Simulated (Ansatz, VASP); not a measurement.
**One calculation of Cl, two programs**

Contents of INCAR:

```
SYSTEM = Cl
PREC = Accurate
ENCUT = 600
EDIFF = 1E-6
ISMEAR = -1
SIGMA = 0.05
LREAL = .False.
LASPH = .True.
NELM = 80
ALGO = Normal
ISIF = 3
LWAVE = .False.
LCHARG = .False.
GGA = PE
IVDW = 12
IBRION = 2
NSW = 60
EDIFFG = -0.01
```

The input KPOINTS:

```
Automatic mesh
0
Gamma
  7 7 4
  0 0 0
```

File POSCAR:

```
Cl
1.0
    3.1450000000     -2.2500000000      0.0000000000
    3.1450000000      2.2500000000      0.0000000000
    0.0000000000      0.0000000000      8.2100000000
Cl
4
Direct
    0.3700000000      0.6300000000      0.4000000000
    0.1300000000      0.8700000000      0.9000000000
    0.6300000000      0.3700000000      0.6000000000
    0.8700000000      0.1300000000      0.1000000000
```

Contents of input.yaml:

```yaml
crystal:
  lattice:
    - [3.145, -2.25, 0.0]
    - [3.145, 2.25, 0.0]
    - [0.0, 0.0, 8.21]
  atoms:
    - { symbol: Cl, position: [0.37, 0.63, 0.4] }
    - { symbol: Cl, position: [0.13, 0.87, 0.9] }
    - { symbol: Cl, position: [0.63, 0.37, 0.6] }
    - { symbol: Cl, position: [0.87, 0.13, 0.1] }
hamiltonian:
  xc: pbe
  pseudopotentials: { kind: paw }
  dispersion: d3bj
kpoints:
  mp_grid: { grid: [7, 7, 4] }
scf:
  occupations: { method: fermi_dirac, width: 0.05 }
output:
  forces: true
  stress: true
relax:
  f_tol: 0.01
  max_steps: 40
  cell: { stress_tol: 0.05 }
```

Alike in both runs: task relaxation of cell and atoms; functional PBE; dispersion D3(BJ); k mesh 7 × 7 × 4; occupations fermi-dirac, width 0.05 eV; no spin polarisation.

```csv
,VASP,Ansatz
version,VASP 6.6.1,Ansatz 0.2.0
potentials or method,"VASP PAW PBE potentials, release 64 (Cl)",Ansatz PAW
plane-wave cutoff (eV),600,420
valence electrons in the cell,28,28
```

```tsv
	VASP	Ansatz	Ansatz less VASP
relaxed volume (Å³/atom)	27.21	27.15	-0.059
relaxed length of the cell vector where the two differ most in proportion (Å)	3.862	3.874	+0.0119
```

Noted on Ansatz's run: odd divisions of the mesh miss points on the zone boundary, where band edges often lie, so the gap on the mesh can be too wide; the plane-wave basis is chosen anew once the cell has moved, so the energies of steps on either side of that aren't comparable.
